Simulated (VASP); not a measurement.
## CdIn2O4: single point with PBE

The system is CdIn2O4.

```
Cd In O
1.0
     0.00000    4.60036    4.60036
     4.60036    0.00000    4.60036
     4.60036    4.60036    0.00000
Cd In O
2 4 8
Direct
  0.25000 0.25000 0.25000
  0.00000 0.00000 0.00000
  0.12500 0.62500 0.62500
  0.62500 0.62500 0.62500
  0.62500 0.12500 0.62500
  0.62500 0.62500 0.12500
  0.86188 0.86188 0.86188
  0.83563 0.38812 0.38812
  0.38812 0.38812 0.83563
  0.38812 0.83563 0.38812
  0.86188 0.86188 0.41437
  0.86188 0.41437 0.86188
  0.38812 0.38812 0.38812
  0.41437 0.86188 0.86188
```

```json
{
 "Program": "VASP 6.6.1",
 "Task": "single point",
 "Functional": "PBE",
 "Potentials or basis": "VASP PAW PBE potentials, release 64 (Cd, In_d, O)",
 "Cutoff": "600 eV",
 "k mesh": "6 × 6 × 6",
 "Occupations": "fermi-dirac, width 0.02 eV",
 "Spin": "non-collinear spin, zero start, spin-orbit coupling"
}
```

The pressure is 6.0 GPa, the largest force is 0.159 eV/Å and the net moment is 0.00 μB per cell. The valence electrons inside the program's atomic spheres are Cd 10.26; In 11.38; O 4.99.

Forces on the atoms (eV/Å):
```
Cd   0.000  0.000  0.000
Cd   0.000  0.000  0.000
In   0.000  0.000  0.000
In   0.000  0.000  0.000
In   0.000  0.000  0.000
In   0.000  0.000  0.000
O    0.092  0.092  0.092
O   -0.092  0.092  0.092
O    0.092  0.092 -0.092
O    0.092 -0.092  0.092
O   -0.092 -0.092  0.092
O   -0.092  0.092 -0.092
O   -0.092 -0.092 -0.092
O    0.092 -0.092 -0.092
```

Moments on the atoms (μB; x, y, z):
```
Cd  0.00 0.00 0.00
Cd  0.00 0.00 0.00
In  0.00 0.00 0.00
In  0.00 0.00 0.00
In  0.00 0.00 0.00
In  0.00 0.00 0.00
O   0.00 0.00 0.00
O   0.00 0.00 0.00
O   0.00 0.00 0.00
O   0.00 0.00 0.00
O   0.00 0.00 0.00
O   0.00 0.00 0.00
O   0.00 0.00 0.00
O   0.00 0.00 0.00
```

Wall time 7.2 min on 4 MPI ranks on Intel(R) Xeon(R) 6975P-C (Granite Rapids) (shared host), peak memory 1.6 GiB a rank.

Caveat: the cell stands under pressure.
